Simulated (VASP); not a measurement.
# Se (Pm-3m) in VASP: further runs

Se is run at these levels: LDA; tasks: single point.

All numbers are computed with VASP 6.6.1; they aren't measurements. Logs are shortened: lines on timing, memory, paths and dates and some standing lists are left out, and cuts for length are marked.

### Step 1. The cell of the first run

It takes space group Pm-3m (No. 221, cubic). Conventional cell: a = 2.550 Å, b = 2.550 Å, c = 2.550 Å, α = 90.00°, β = 90.00°, γ = 90.00°. Se (site symmetry m-3m) has 6 Se at 2.55 Å within 3.4 Å.

### Step 2. Single point, LDA

Input file INCAR:

```
PREC = Accurate ; ENCUT = 520
EDIFF = 1E-6 ; ISMEAR = -1
SIGMA = 0.1 ; LREAL = False
LASPH = True ; NELM = 80
ALGO = Normal ; ISIF = 2
LWAVE = False ; LCHARG = False
NBANDS = 9
```

Input file KPOINTS:

```
Automatic mesh
0
Gamma
  15 15 15
```

Input file POSCAR:

```
Se
1.0
    2.5503855460      0.0000000000      0.0000000000
    0.0000000000      2.5503855460      0.0000000000
    0.0000000000      0.0000000000      2.5503855460
Se
1
Direct
    0.0000000000      0.0000000000      0.0000000000
```

Potentials or basis: VASP PAW LDA potentials, release 64 (Se).

On the command line:

```sh
> cat potpaw_LDA.64/Se/POTCAR > POTCAR
> mpirun -np 1 vasp_std > vasp.out
```

OUTCAR:

```text
PREC = Accurate
   ENCUT = 520
   EDIFF = 1E-6
   ISMEAR = -1
   LREAL = False
   LASPH = True
   NELM = 80
   ISIF = 2

 ion  position               nearest neighbor table
   1  0.000  0.000  0.000-

  LATTYP: Found a simple cubic cell.
 ALAT       =     2.5503855460

  Lattice vectors:

 A1 = (   2.5503855460,   0.0000000000,   0.0000000000)
 A2 = (   0.0000000000,   2.5503855460,   0.0000000000)
 A3 = (   0.0000000000,   0.0000000000,   2.5503855460)

Analysis of symmetry for initial positions (statically):
=====================================================================
 Subroutine PRICEL returns:
 Original cell was already a primitive cell.

 Routine SETGRP: Setting up the symmetry group for a
 simple cubic supercell.

 Subroutine GETGRP returns: Found 48 space group operations
 (whereof 48 operations were pure point group operations)
 out of a pool of 48 trial point group operations.

The static configuration has the point symmetry O_h .

Analysis of symmetry for dynamics (positions and initial velocities):
=====================================================================
 Subroutine PRICEL returns:
 Original cell was already a primitive cell.

 Routine SETGRP: Setting up the symmetry group for a
 simple cubic supercell.

 Subroutine GETGRP returns: Found 48 space group operations
 (whereof 48 operations were pure point group operations)
 out of a pool of 48 trial point group operations.

The dynamic configuration has the point symmetry O_h .

 Subroutine INISYM returns: Found 48 space group operations
 (whereof 48 operations are pure point group operations),
 and found     1 'primitive' translations

----------------------------------------------------------------------------------------

                                     Primitive cell

  volume of cell :      16.5889

  direct lattice vectors                    reciprocal lattice vectors
     2.550385546  0.000000000  0.000000000     0.392097580  0.000000000  0.000000000
     0.000000000  2.550385546  0.000000000     0.000000000  0.392097580  0.000000000
     0.000000000  0.000000000  2.550385546     0.000000000  0.000000000  0.392097580

  length of vectors
     2.550385546  2.550385546  2.550385546     0.392097580  0.392097580  0.392097580

  position of ions in fractional coordinates (direct lattice)
     0.000000000  0.000000000  0.000000000

  ion indices of the primitive-cell ions
   primitive index   ion index
                 1           1

----------------------------------------------------------------------------------------

 KPOINTS: Automatic mesh

Automatic generation of k-mesh.
 Grid dimensions read from file:
 generate k-points for:   15   15   15

 Generating k-lattice:

  Cartesian coordinates                     Fractional coordinates (reciprocal lattice)
     0.026139839  0.000000000  0.000000000     0.066666667  0.000000000  0.000000000
     0.000000000  0.026139839  0.000000000     0.000000000  0.066666667  0.000000000
     0.000000000  0.000000000  0.026139839     0.000000000  0.000000000  0.066666667

  Length of vectors
     0.026139839  0.026139839  0.026139839

  Shift w.r.t. Gamma in fractional coordinates (k-lattice)
     0.000000000  0.000000000  0.000000000

 Subroutine IBZKPT returns following result:
 ===========================================

 Found    120 irreducible k-points:

 Following reciprocal coordinates:
            Coordinates               Weight
  0.000000  0.000000  0.000000      1.000000
  0.066667  0.000000  0.000000      6.000000
  0.133333  0.000000  0.000000      6.000000
  0.200000  0.000000  0.000000      6.000000
  0.266667  0.000000  0.000000      6.000000
  0.333333  0.000000  0.000000      6.000000
[... 16 lines left out ...]
  0.266667  0.200000  0.000000     24.000000
  0.333333  0.200000  0.000000     24.000000
 [... further k-points ...]
   k-points           NKPTS =    120   k-points in BZ     NKDIM =    120   number of bands    NBANDS=      9
   number of dos      NEDOS =    301   number of ions     NIONS =      1
   total plane-waves  NPLWV =   8000
   dimension x,y,z NGX =    20 NGY =   20 NGZ =   20
   dimension x,y,z NGXF=    40 NGYF=   40 NGZF=   40
   ions per type =               1
   NGX,Y,Z   is equivalent  to a cutoff of  13.04, 13.04, 13.04 a.u.
   NGXF,Y,Z  is equivalent  to a cutoff of  26.07, 26.07, 26.07 a.u.
 SYSTEM =  unknown system
   PREC   = accura    normal or accurate (medium, high low for compatibility)
   ISTART =      0    job   : 0-new  1-cont  2-samecut
   ICHARG =      2    charge: 1-file 2-atom 10-const
   ISPIN  =      1    spin polarized calculation?
   LNONCOLLINEAR =      F non collinear calculations
   LSORBIT =      F    spin-orbit coupling
   LASPH  =      T    aspherical Exc in radial PAW
   ENCUT  =  520.0 eV  38.22 Ry    6.18 a.u.   4.74  4.74  4.74*2*pi/ulx,y,z
   NELM   =     80;   NELMIN=  2; NELMDL= -5     # of ELM steps
   EDIFF  = 0.1E-05   stopping-criterion for ELM
   LREAL  =      F    real-space projection
   EDIFFG = 0.1E-04   stopping-criterion for IOM
   NSW    =      0    number of steps for IOM
   IBRION =     -1    ionic relax: 0-MD 1-quasi-New 2-CG
   NFREE  =      0    steps in history (QN), initial steepest desc. (CG)
   ISIF   =      2    stress and relaxation
   ISYM   =      2    0-nonsym 1-usesym 2-fastsym
   POTIM  = 0.5000    time-step for ionic-motion
   TEBEG  =    0.0;   TEEND  =   0.0 temperature during run
   PSTRESS=    0.0 pullay stress
   NELECT =       6.0000    total number of electrons
   NUPDOWN=      -1.0000    fix difference up-down
   EMIN   =  10.00;   EMAX   =-10.00  energy-range for DOS
   EFERMI =   0.00;   METHOD = LEGACY
   ISMEAR =    -1;   SIGMA  =   0.10  broadening in eV -4-tet -1-fermi 0-gaus
   EFERMI_NEDOS =   21; number of points for ismear=-14 and -15
   IALGO  =     38    algorithm
   IMIX   =      4    mixing-type and parameters
     AMIX     =   0.40;   BMIX     =  1.00
     AMIX_MAG =   1.60;   BMIX_MAG =  1.00
  volume/ion in A,a.u.               =      16.59       111.95
  Fermi-wavevector in a.u.,A,eV,Ry     =   1.166414  2.204203 18.511022  1.360522
  Thomas-Fermi vector in A             =   2.302928
   LORBIT       =      0    0 simple, 1 ext, 2 COOP (PROOUT), +10 PAW based schemes
   GGA     = CA    functional components
   LHFCALC =     F    Hartree Fock is set to
   AEXX    =    0.0000 exact exchange contribution
   IVDW    =     0    specifies the selected vdW correction
   LEPSILON=     F    determine dielectric tensor
   LRPA    =     F    only Hartree local field effects (RPA)
 non-spin polarized calculation
  energy-cutoff  :      520.00
  volume of cell :       16.59
 maximum number of plane-waves:       462
 NGX is ok and might be reduce to    20
   NGX =  9   NGY =  9   NGZ =  9

 number of electron       6.0000002 magnetization

 Free energy of the ion-electron system (eV)
  ---------------------------------------------------
  ext. energy  EPLUGINS =         0.00000000
  ---------------------------------------------------
  free energy    TOTEN  =        -3.66412784 eV

  energy without entropy =       -3.65428214  energy(sigma->0) =       -3.65920499

 E-fermi :   9.1580     XC(G=0): -11.5302

 val. band max:        9.1279884420   @ k =   0.2000   0.1333   0.1333
 cond. band min:       9.2154955635   @ k =   0.4000   0.2000   0.2000
 fundamental gap:      0.0875071215
 Fermi energy:         9.1580258139

 k-point     1 :       0.0000    0.0000    0.0000
  band No.  band energies     occupation
      1     -10.2205      2.00000
      2      10.9941      0.00000
      3      10.9941      0.00000
      4      10.9941      0.00000
      5      16.3165      0.00000
      6      16.3165      0.00000
      7      18.7283      0.00000
      8      34.7474      0.00000
      9      34.7474      0.00000

 k-point     2 :       0.0667    0.0000    0.0000
  band No.  band energies     occupation
      1     -10.1303      2.00000
      2       9.8643      0.00171
      3      11.0711      0.00000
      4      11.0711      0.00000
      5      16.3977      0.00000
      6      17.1774      0.00000
      7      19.2425      0.00000
      8      33.2033      0.00000
      9      33.2033      0.00000

 k-point     3 :       0.1333    0.0000    0.0000
  band No.  band energies     occupation
      1      -9.8619      2.00000
      2       7.7282      2.00000
      3      11.2971      0.00000
      4      11.2971      0.00000
      5      16.6383      0.00000
      6      18.0708      0.00000
      7      21.1988      0.00000
      8      30.9533      0.00000
      9      30.9533      0.00000

 k-point     4 :       0.2000    0.0000    0.0000
  band No.  band energies     occupation
      1      -9.4234      2.00000
      2       5.4921      2.00000
      3      11.6556      0.00000
      4      11.6556      0.00000
      5      17.0288      0.00000
      6      18.6847      0.00000
      7      23.8870      0.00000
      8      28.8132      0.00000
      9      28.8132      0.00000

 k-point     5 :       0.2667    0.0000    0.0000
  band No.  band energies     occupation
      1      -8.8335      2.00000
      2       3.3889      2.00000
      3      12.1139      0.00000
      4      12.1139      0.00000
      5      17.5477      0.00000
      6      19.3733      0.00000
      7      26.1426      0.00000
      8      26.9041      0.00000
      9      26.9041      0.00000

 k-point     6 :       0.3333    0.0000    0.0000
  band No.  band energies     occupation
      1      -8.1336      2.00000
      2       1.5259      2.00000
      3      12.6149      0.00000
      4      12.6149      0.00000
      5      18.1504      0.00000
      6      20.2108      0.00000
      7      25.3057      0.00000
      8      25.3057      0.00000
      9      26.3219      0.00000
[... 169 lines left out ...]
 k-point    21 :       0.4667    0.1333    0.0000
  band No.  band energies     occupation
      1      -6.5519      2.00000
      2      -0.5402      2.00000
      3      10.4383      0.00001
      4      13.6355      0.00000
      5      18.2842      0.00000
      6      20.8025      0.00000
      7      23.7989      0.00000
      8      24.5510      0.00000
      9      25.6430      0.00000

 k-point    22 :       0.2000    0.2000    0.0000
  band No.  band energies     occupation
      1      -8.6260      2.00000
      2       5.9360      2.00000
      3       6.5310      2.00000
      4      12.3115      0.00000
      5      18.5377      0.00000
      6      21.5520      0.00000
      7      24.4638      0.00000
      8      26.1705      0.00000
      9      29.1043      0.00000

 k-point    23 :       0.2667    0.2000    0.0000
  band No.  band energies     occupation
      1      -8.0355      2.00000
      2       4.1019      2.00000
      3       6.7942      2.00000
      4      12.7652      0.00000
      5      18.7781      0.00000
      6      20.2505      0.00000
      7      25.6311      0.00000
      8      27.5490      0.00000
      9      27.7368      0.00000

 k-point    24 :       0.3333    0.2000    0.0000
  band No.  band energies     occupation
      1      -7.3343      2.00000
      2       2.2591      2.00000
      3       7.3730      2.00000
      4      13.2602      0.00000
      5      17.8583      0.00000
      6      20.2934      0.00000
      7      25.9953      0.00000
      8      26.0846      0.00000
      9      28.0553      0.00000

 [... further k-points ...]
[... 5 lines left out ...]
  --------------------------------------------------------------------------------------
  -------------------------------------------------------------------------------------
  Total        3.8078666      3.8078666      3.8078666     -0.0000000      0.0000000     -0.0000000
  in kB      367.7687260    367.7687260    367.7687260     -0.0000000      0.0000000     -0.0000000
  external PRESSURE =     367.7687260 kB  Pullay stress =       0.0000000 kB

 VOLUME and BASIS-vectors are now :
 -----------------------------------------------------------------------------
  energy-cutoff  :      520.00
  volume of cell :       16.59
      direct lattice vectors                 reciprocal lattice vectors
     2.550385546  0.000000000  0.000000000     0.392097580  0.000000000  0.000000000
     0.000000000  2.550385546  0.000000000     0.000000000  0.392097580  0.000000000
     0.000000000  0.000000000  2.550385546     0.000000000  0.000000000  0.392097580

 POSITION                                       TOTAL-FORCE (eV/Angst)
 -----------------------------------------------------------------------------------
      0.00000      0.00000      0.00000         0.000000      0.000000      0.000000
 -----------------------------------------------------------------------------------
    total drift:                               -0.000000     -0.000000      0.000000

  FREE ENERGIE OF THE ION-ELECTRON SYSTEM (eV)
  ---------------------------------------------------
  free  energy   TOTEN  =        -3.6641278380 eV

  energy  without entropy=       -3.6542821353  energy(sigma->0) =       -3.65920499
```

It took 10 s on 1 thread of Intel Xeon Platinum 8375C at 2.90GHz (Ice Lake), shared host; peak memory 0.12 GiB.

What came out:

```yaml
Free_energy: -3.6641 eV
Pressure: 36.8 GPa
Band_gap_on_the_k_mesh: zero (band 3 reaches 13.34 eV, above the bottom of band 4 at 4.64 eV)
```

### Step 3. Single point, LDA

Input file INCAR:

```
PREC = Accurate
ENCUT = 520
EDIFF = 1E-7
ISMEAR = -1
SIGMA = 0.1
LREAL = F
LASPH = T
NELM = 80
ALGO = Normal
ISIF = 2
LWAVE = F
LCHARG = T
LELF = T
LVHAR = T
NBANDS = 9
```

KPOINTS is that of step 2.

Input file POSCAR:

```
Se
1.0
    2.5505358958      0.0000000000      0.0000000000
    0.0000000000      2.5505358958      0.0000000000
    0.0000000000      0.0000000000      2.5505358958
Se
1
Direct
    0.0000000000      0.0000000000      0.0000000000
```

Potentials or basis: VASP PAW LDA potentials, release 64 (Se).

On the command line:

```sh
> cat potpaw_LDA.64/Se/POTCAR > POTCAR
> mpirun -np 1 vasp_std > vasp.out
```

OUTCAR:

```text
PREC = Accurate
   ENCUT = 520
   EDIFF = 1E-7
   ISMEAR = -1
   LREAL = F
   LASPH = T
   NELM = 80
   ISIF = 2

 ion  position               nearest neighbor table
   1  0.000  0.000  0.000-

  LATTYP: Found a simple cubic cell.
 ALAT       =     2.5505358958

  Lattice vectors:

 A1 = (   2.5505358958,   0.0000000000,   0.0000000000)
 A2 = (   0.0000000000,   2.5505358958,   0.0000000000)
 A3 = (   0.0000000000,   0.0000000000,   2.5505358958)

Analysis of symmetry for initial positions (statically):
[... 457 lines left out ...]
      2       2.2580      2.00000
      3       7.3710      2.00000
      4      13.2570      0.00000
      5      17.8558      0.00000
      6      20.2904      0.00000
      7      25.9918      0.00000
      8      26.0809      0.00000
      9      28.0511      0.00000

 [... further k-points ...]
[... 5 lines left out ...]
  --------------------------------------------------------------------------------------
  -------------------------------------------------------------------------------------
  Total        3.8015768      3.8015768      3.8015768     -0.0000000     -0.0000000     -0.0000000
  in kB      367.0963203    367.0963203    367.0963203     -0.0000000     -0.0000000     -0.0000000
  external PRESSURE =     367.0963203 kB  Pullay stress =       0.0000000 kB

 VOLUME and BASIS-vectors are now :
 -----------------------------------------------------------------------------
  energy-cutoff  :      520.00
  volume of cell :       16.59
      direct lattice vectors                 reciprocal lattice vectors
     2.550535896  0.000000000  0.000000000     0.392074466  0.000000000  0.000000000
     0.000000000  2.550535896  0.000000000     0.000000000  0.392074466  0.000000000
     0.000000000  0.000000000  2.550535896     0.000000000  0.000000000  0.392074466

 POSITION                                       TOTAL-FORCE (eV/Angst)
 -----------------------------------------------------------------------------------
      0.00000      0.00000      0.00000         0.000000      0.000000      0.000000
 -----------------------------------------------------------------------------------
    total drift:                               -0.000000     -0.000000      0.000000

  FREE ENERGIE OF THE ION-ELECTRON SYSTEM (eV)
  ---------------------------------------------------
  free  energy   TOTEN  =        -3.6648009394 eV

  energy  without entropy=       -3.6549517673  energy(sigma->0) =       -3.65987635
```

Wall time 9.8 s (1 thread of Intel Xeon Platinum 8375C at 2.90GHz (Ice Lake), shared host); peak memory 0.13 GiB.

What came out:

* Free energy: -3.6648 eV
* Pressure: 36.7 GPa
* Band gap on the k mesh: zero (band 3 reaches 13.34 eV, above the bottom of band 4 at 4.64 eV)

Levels at points of the mesh, in eV from the Fermi level:
```
           k point  band 1  band 2  band 3  band 4  band 5  band 6  band 7
(0.00, 0.00, 0.00)  -19.38    1.84    1.84    1.84    7.16    7.16    9.57
```
